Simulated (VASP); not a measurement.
# SiC (I-4m2) in VASP: further runs

The runs below take SiC through single point, with r2SCAN.

Everything below comes from runs of VASP 6.6.1. Logs are shortened: lines on timing, memory, paths and dates and some standing lists are left out, and cuts for length are marked.

### 1 The cell of the first run

Symmetry: I-4m2, No. 119, tetragonal system. Conventional cell: a = 3.123 Å, b = 3.123 Å, c = 4.239 Å, α = 90.00°, β = 90.00°, γ = 90.00°. Within 2.5 Å of Si (site symmetry -4m2) lie 4 C at 1.89 Å. C (site symmetry -4m2) has 4 Si at 1.89 Å within 2.5 Å.

### 2 Single point, r2SCAN

File POSCAR:

```
SiC
1.0
    0.0000000000      2.2079862927      2.1196668410
    2.2079862927      0.0000000000      2.1196668410
    2.2079862927      2.2079862927      0.0000000000
Si C
1 1
Direct
    0.0000000000      0.0000000000      0.0000000000
    0.7500000000      0.7500000000      0.7500000000
```

File INCAR.step1:

```
SYSTEM = SiC
ALGO     = Normal         ! electronic algorithm
EDIFF    = 1E-4           ! SCF threshold, eV
ENCUT    = 520            ! plane-wave cutoff, eV
GGA      = PE             ! functional
ISMEAR   = 0              ! smearing method
LASPH    = .True.         ! aspherical terms in the spheres
LCHARG   = .False.        ! write CHGCAR
LREAL    = .False.        ! projectors in reciprocal space
LWAVE    = .True.         ! write WAVECAR
NBANDS   = 11             ! bands
NELM     = 100            ! most SCF steps
PREC     = Accurate       ! precision mode
SIGMA    = 0.05           ! smearing width, eV
```

File INCAR.step2:

```
SYSTEM = SiC
ALGO     = Normal         ! electronic algorithm
EDIFF    = 1E-6           ! SCF threshold, eV
ENCUT    = 520            ! plane-wave cutoff, eV
ISIF     = 2              ! what is computed and relaxed
ISMEAR   = 0              ! smearing method
ISTART   = 1            
LASPH    = .True.         ! aspherical terms in the spheres
LCHARG   = .False.        ! write CHGCAR
LMIXTAU  = .True.       
LREAL    = .False.        ! projectors in reciprocal space
LWAVE    = .False.        ! write WAVECAR
METAGGA  = R2SCAN         ! meta-GGA
NBANDS   = 11             ! bands
NELM     = 100            ! most SCF steps
PREC     = Accurate       ! precision mode
SIGMA    = 0.05           ! smearing width, eV
```

File KPOINTS:

```
k-points
0
Gamma
  12 12 12
  0 0 0
```

Potentials or basis: VASP PAW PBE potentials, release 64 (Si, C).

Started as:

```bash
cat potpaw_PBE.64/Si/POTCAR potpaw_PBE.64/C/POTCAR > POTCAR
cp INCAR.step1 INCAR
mpirun -np 1 vasp_std > vasp.out
cp INCAR.step2 INCAR
mpirun -np 1 vasp_std > vasp.out
```

OUTCAR:

```text
SYSTEM = SiC
   EDIFF = 1E-6
   ENCUT = 520
   ISIF = 2
   ISMEAR = 0
   ISTART = 1
   LASPH = .True.
   LREAL = .False.
   METAGGA = R2SCAN
   NELM = 100
   PREC = Accurate

 ion  position               nearest neighbor table
   1  0.000  0.000  0.000-   2 1.89   2 1.89   2 1.89   2 1.89
   2  0.750  0.750  0.750-   1 1.89   1 1.89   1 1.89   1 1.89

  LATTYP: Found a body centered tetragonal cell.
 ALAT       =     3.1225641607
 C/A-ratio  =     1.3576450199

  Lattice vectors:

 A1 = (   0.0000000000,  -2.2079862927,  -2.1196668410)
 A2 = (   0.0000000000,   2.2079862927,  -2.1196668410)
 A3 = (   2.2079862927,   0.0000000000,   2.1196668410)

Analysis of symmetry for initial positions (statically):
=====================================================================
 Subroutine PRICEL returns:
 Original cell was already a primitive cell.

 Routine SETGRP: Setting up the symmetry group for a
 body centered tetragonal supercell.

 Subroutine GETGRP returns: Found  8 space group operations
 (whereof  8 operations were pure point group operations)
 out of a pool of 16 trial point group operations.

The static configuration has the point symmetry D_2d.

Analysis of symmetry for dynamics (positions and initial velocities):
=====================================================================
 Subroutine PRICEL returns:
 Original cell was already a primitive cell.

 Routine SETGRP: Setting up the symmetry group for a
 body centered tetragonal supercell.

 Subroutine GETGRP returns: Found  8 space group operations
 (whereof  8 operations were pure point group operations)
 out of a pool of 16 trial point group operations.

The dynamic configuration has the point symmetry D_2d.

 Subroutine INISYM returns: Found  8 space group operations
 (whereof  8 operations are pure point group operations),
 and found     1 'primitive' translations

----------------------------------------------------------------------------------------

                                     Primitive cell

  volume of cell :      20.6676

  direct lattice vectors                    reciprocal lattice vectors
     0.000000000  2.207986293  2.119666841    -0.226450681  0.226450681  0.235886126
     2.207986293  0.000000000  2.119666841     0.226450681 -0.226450681  0.235886126
     2.207986293  2.207986293  0.000000000     0.226450681  0.226450681 -0.235886126

  length of vectors
     3.060750069  3.060750069  3.122564161     0.397746259  0.397746259  0.397746259

  position of ions in fractional coordinates (direct lattice)
     0.000000000  0.000000000  0.000000000
     0.750000000  0.750000000  0.750000000

  ion indices of the primitive-cell ions
   primitive index   ion index
                 1           1
                 2           2

----------------------------------------------------------------------------------------

 KPOINTS: k-points

Automatic generation of k-mesh.
 Grid dimensions read from file:
 generate k-points for:   12   12   12

 Generating k-lattice:

  Cartesian coordinates                     Fractional coordinates (reciprocal lattice)
    -0.018870890  0.018870890  0.019657177     0.083333333  0.000000000  0.000000000
     0.018870890 -0.018870890  0.019657177     0.000000000  0.083333333  0.000000000
     0.018870890  0.018870890 -0.019657177     0.000000000  0.000000000  0.083333333

  Length of vectors
     0.033145522  0.033145522  0.033145522

  Shift w.r.t. Gamma in fractional coordinates (k-lattice)
     0.000000000  0.000000000  0.000000000

 Subroutine IBZKPT returns following result:
 ===========================================

 Found    163 irreducible k-points:

 Following reciprocal coordinates:
            Coordinates               Weight
  0.000000  0.000000  0.000000      1.000000
  0.083333  0.000000  0.000000      8.000000
  0.166667  0.000000  0.000000      8.000000
  0.250000  0.000000  0.000000      8.000000
  0.333333  0.000000  0.000000      8.000000
  0.416667  0.000000  0.000000      8.000000
[... 16 lines left out ...]
  0.500000  0.166667  0.000000      8.000000
 -0.416667  0.166667  0.000000      8.000000
 [... further k-points ...]
   k-points           NKPTS =    163   k-points in BZ     NKDIM =    163   number of bands    NBANDS=     11
   number of dos      NEDOS =    301   number of ions     NIONS =      2
   total plane-waves  NPLWV =  13824
   dimension x,y,z NGX =    24 NGY =   24 NGZ =   24
   dimension x,y,z NGXF=    48 NGYF=   48 NGZF=   48
   ions per type =               1   1
   NGX,Y,Z   is equivalent  to a cutoff of  13.04, 13.04, 12.78 a.u.
   NGXF,Y,Z  is equivalent  to a cutoff of  26.07, 26.07, 25.56 a.u.
 SYSTEM =  SiC
   PREC   = accura    normal or accurate (medium, high low for compatibility)
   ISTART =      1    job   : 0-new  1-cont  2-samecut
   ICHARG =      0    charge: 1-file 2-atom 10-const
   ISPIN  =      1    spin polarized calculation?
   LNONCOLLINEAR =      F non collinear calculations
   LSORBIT =      F    spin-orbit coupling
   LASPH  =      T    aspherical Exc in radial PAW
   ENCUT  =  520.0 eV  38.22 Ry    6.18 a.u.   5.69  5.69  5.81*2*pi/ulx,y,z
   NELM   =    100;   NELMIN=  2; NELMDL=  0     # of ELM steps
   EDIFF  = 0.1E-05   stopping-criterion for ELM
   LREAL  =      F    real-space projection
   EDIFFG = 0.1E-04   stopping-criterion for IOM
   NSW    =      0    number of steps for IOM
   IBRION =     -1    ionic relax: 0-MD 1-quasi-New 2-CG
   NFREE  =      0    steps in history (QN), initial steepest desc. (CG)
   ISIF   =      2    stress and relaxation
   ISYM   =      2    0-nonsym 1-usesym 2-fastsym
   POTIM  = 0.5000    time-step for ionic-motion
   TEBEG  =    0.0;   TEEND  =   0.0 temperature during run
   PSTRESS=    0.0 pullay stress
   NELECT =       8.0000    total number of electrons
   NUPDOWN=      -1.0000    fix difference up-down
   EMIN   =  10.00;   EMAX   =-10.00  energy-range for DOS
   EFERMI =   0.00;   METHOD = LEGACY
   ISMEAR =     0;   SIGMA  =   0.05  broadening in eV -4-tet -1-fermi 0-gaus
   EFERMI_NEDOS =   21; number of points for ismear=-14 and -15
   IALGO  =     38    algorithm
   IMIX   =      4    mixing-type and parameters
     AMIX     =   0.40;   BMIX     =  1.00
     AMIX_MAG =   1.60;   BMIX_MAG =  1.00
  volume/ion in A,a.u.               =      10.33        69.74
  Fermi-wavevector in a.u.,A,eV,Ry     =   1.193094  2.254621 19.367534  1.423474
  Thomas-Fermi vector in A             =   2.329117
   LORBIT       =      0    0 simple, 1 ext, 2 COOP (PROOUT), +10 PAW based schemes
   METAGGA = R2SCAN    functional components
   LHFCALC =     F    Hartree Fock is set to
   AEXX    =    0.0000 exact exchange contribution
   IVDW    =     0    specifies the selected vdW correction
   LEPSILON=     F    determine dielectric tensor
   LRPA    =     F    only Hartree local field effects (RPA)
 non-spin polarized calculation
 Gauss-broadening in eV      SIGMA  =   0.05
  energy-cutoff  :      520.00
  volume of cell :       20.67
 maximum number of plane-waves:       572
   NGX = 11   NGY = 11   NGZ = 11

 number of electron       8.0000001 magnetization

 Free energy of the ion-electron system (eV)
  ---------------------------------------------------
  ext. energy  EPLUGINS =         0.00000000
  ---------------------------------------------------
  free energy    TOTEN  =       -19.30804701 eV

  energy without entropy =      -19.30804701  energy(sigma->0) =      -19.30804701

 E-fermi :   8.4766     XC(G=0): -11.9414

 val. band max:        8.1823149937   @ k =   0.0000   0.0000   0.0000
 cond. band min:       9.4787665929   @ k =   0.5000   0.5000   0.0000
 fundamental gap:      1.2964515992
 Fermi energy:         8.4765686014

 k-point     1 :       0.0000    0.0000    0.0000
  band No.  band energies     occupation
      1      -8.1906      2.00000
      2       7.9127      2.00000
      3       7.9127      2.00000
      4       8.1823      2.00000
      5      14.8374      0.00000
      6      15.7783      0.00000
      7      15.9049      0.00000
      8      15.9049      0.00000
      9      22.5719      0.00000
     10      23.7685      0.00000
     11      25.7894      0.00000

 k-point     2 :       0.0833    0.0000    0.0000
  band No.  band energies     occupation
      1      -8.0496      2.00000
      2       7.2312      2.00000
      3       7.7990      2.00000
      4       8.0230      2.00000
      5      15.0743      0.00000
      6      15.9101      0.00000
      7      16.0782      0.00000
      8      16.1639      0.00000
      9      21.9426      0.00000
     10      22.9076      0.00000
     11      25.6042      0.00000

 k-point     3 :       0.1667    0.0000    0.0000
  band No.  band energies     occupation
      1      -7.6313      2.00000
      2       5.5315      2.00000
      3       7.5173      2.00000
      4       7.7970      2.00000
      5      14.8953      0.00000
      6      16.3634      0.00000
      7      16.4142      0.00000
      8      17.1148      0.00000
      9      21.3480      0.00000
     10      21.9563      0.00000
     11      24.8788      0.00000

 k-point     4 :       0.2500    0.0000    0.0000
  band No.  band energies     occupation
      1      -6.9525      2.00000
      2       3.5312      2.00000
      3       7.1848      2.00000
      4       7.5443      2.00000
      5      14.5033      0.00000
      6      16.2993      0.00000
      7      16.6809      0.00000
      8      18.2092      0.00000
      9      21.7959      0.00000
     10      21.9032      0.00000
     11      24.3307      0.00000
[... 239 lines left out ...]
 k-point    22 :       0.4167    0.1667    0.0000
  band No.  band energies     occupation
      1      -5.1952      2.00000
      2       1.2253      2.00000
      3       5.8308      2.00000
      4       5.8404      2.00000
      5      13.1358      0.00000
      6      16.5612      0.00000
      7      17.6824      0.00000
      8      18.1324      0.00000
      9      22.6115      0.00000
     10      26.4907      0.00000
     11      27.2631      0.00000

 k-point    23 :       0.5000    0.1667    0.0000
  band No.  band energies     occupation
      1      -4.3385      2.00000
      2      -0.0851      2.00000
      3       5.4095      2.00000
      4       5.8943      2.00000
      5      13.1098      0.00000
      6      16.6158      0.00000
      7      17.2180      0.00000
      8      19.3205      0.00000
      9      22.9258      0.00000
     10      26.5715      0.00000
     11      27.7238      0.00000

 k-point    24 :      -0.4167    0.1667    0.0000
  band No.  band energies     occupation
      1      -4.2368      2.00000
      2      -0.2309      2.00000
      3       5.0900      2.00000
      4       6.1348      2.00000
      5      13.3602      0.00000
      6      16.5379      0.00000
      7      16.9096      0.00000
      8      20.2266      0.00000
      9      23.3332      0.00000
     10      24.4686      0.00000
     11      27.7043      0.00000

 [... further k-points ...]
[... 5 lines left out ...]
  --------------------------------------------------------------------------------------
  -------------------------------------------------------------------------------------
  Total       -0.4905512     -0.4905512      0.8687732      0.0000000     -0.0000000      0.0000000
  in kB      -38.0280933    -38.0280933     67.3483013      0.0000000     -0.0000000      0.0000000
  external PRESSURE =      -2.9026284 kB  Pullay stress =       0.0000000 kB

 VOLUME and BASIS-vectors are now :
 -----------------------------------------------------------------------------
  energy-cutoff  :      520.00
  volume of cell :       20.67
      direct lattice vectors                 reciprocal lattice vectors
     0.000000000  2.207986293  2.119666841    -0.226450681  0.226450681  0.235886126
     2.207986293  0.000000000  2.119666841     0.226450681 -0.226450681  0.235886126
     2.207986293  2.207986293  0.000000000     0.226450681  0.226450681 -0.235886126

 POSITION                                       TOTAL-FORCE (eV/Angst)
 -----------------------------------------------------------------------------------
      0.00000      0.00000      0.00000        -0.000000     -0.000000      0.000000
      3.31198      3.31198      3.17950         0.000000      0.000000      0.000000
 -----------------------------------------------------------------------------------
    total drift:                                0.000001      0.000001      0.000000

  FREE ENERGIE OF THE ION-ELECTRON SYSTEM (eV)
  ---------------------------------------------------
  free  energy   TOTEN  =       -19.3080470060 eV

  energy  without entropy=      -19.3080470060  energy(sigma->0) =      -19.30804701
```

Run time: 41 s. Hardware: 1 thread of Intel Xeon Platinum 8559C (Emerald Rapids), shared host; peak memory 0.16 GiB.

What came out:

```
Free energy            : -19.3080 eV
Pressure               : -0.3 GPa
Band gap on the k mesh : 1.30 eV, indirect (least direct gap 5.01 eV)
```

Levels at points of the mesh, in eV from the valence-band top:
```tsv
k point	band 1	band 2	band 3	band 4	band 5	band 6	band 7	band 8
(0.00, 0.00, 0.00)	-16.37	-0.27	-0.27	0.00	6.66	7.60	7.72	7.72
(0.50, 0.00, 0.00)	-12.74	-9.01	-1.54	-1.04	5.68	7.26	8.04	10.81
(0.50, 0.50, 0.00)	-11.06	-7.89	-3.82	-3.82	1.30	4.15	14.83	14.83
(0.50, 0.00, 0.50)	-11.38	-8.41	-3.39	-3.33	1.68	4.89	14.34	15.54
```

Caveat: the PAW data sets were made with another functional, which shifts forces and pressure a little. A k mesh can miss the band edges.

### 3 Single point, r2SCAN

File POSCAR:

```
SiC
1.0
    0.0000000000      2.1430074669      2.2501578403
    2.1430074669      0.0000000000      2.2501578403
    2.1430074669      2.1430074669      0.0000000000
Si C
1 1
Direct
    0.0000000000      0.0000000000      0.0000000000
    0.7500000000      0.7500000000      0.7500000000
```

File INCAR.step1:

```
  ALGO = Normal
  EDIFF = 1E-4
  ENCUT = 520
  GGA = PE
  ISMEAR = 0
  LASPH = True
  LCHARG = False
  LREAL = False
  LWAVE = True
  NBANDS = 11
  NELM = 60
  PREC = Accurate
  SIGMA = 0.05
```

File INCAR.step2:

```
  ALGO = Normal
  EDIFF = 1E-7
  ENCUT = 520
  ISIF = 2
  ISMEAR = 0
  ISTART = 1
  LASPH = True
  LCHARG = False
  LMIXTAU = True
  LREAL = False
  LWAVE = False
  METAGGA = R2SCAN
  NBANDS = 11
  NELM = 60
  PREC = Accurate
  SIGMA = 0.05
```

File KPOINTS:

```
k-points
0
Gamma
  12 12 12
```

Potentials or basis: VASP PAW PBE potentials, release 64 (Si, C).

Started as:

```bash
cat potpaw_PBE.64/Si/POTCAR potpaw_PBE.64/C/POTCAR > POTCAR
cp INCAR.step1 INCAR
mpirun -np 1 vasp_std > vasp.out
cp INCAR.step2 INCAR
mpirun -np 1 vasp_std > vasp.out
```

It took 64 s on 1 thread of Intel Xeon Platinum 8559C (Emerald Rapids), shared host; peak memory 0.16 GiB.

Results (log left out):

```
Free energy            : -19.2964 eV
Pressure               : -0.3 GPa
Band gap on the k mesh : 1.46 eV, indirect (least direct gap 5.01 eV)
```

Stress tensor (GPa, compression positive):
```
  4.70   0.00   0.00
  0.00   4.70   0.00
  0.00   0.00 -10.41
```

Levels at points of the mesh, in eV from the valence-band top:
| k point | band 2 | band 3 | band 4 | band 5 | band 6 | band 7 |
| --- | --- | --- | --- | --- | --- | --- |
| (0.00, 0.00, 0.00) | -0.37 | 0.00 | 0.00 | 6.70 | 7.69 | 7.69 |
| (0.50, 0.00, 0.00) | -8.95 | -1.56 | -0.91 | 5.60 | 7.54 | 8.01 |
| (0.50, 0.50, 0.00) | -8.60 | -3.09 | -3.09 | 1.92 | 5.28 | 15.14 |
| (0.50, 0.00, 0.50) | -7.97 | -3.68 | -3.59 | 1.46 | 4.41 | 14.10 |

Caveat: the PAW data sets were made with another functional, which shifts forces and pressure a little. A k mesh can miss the band edges.
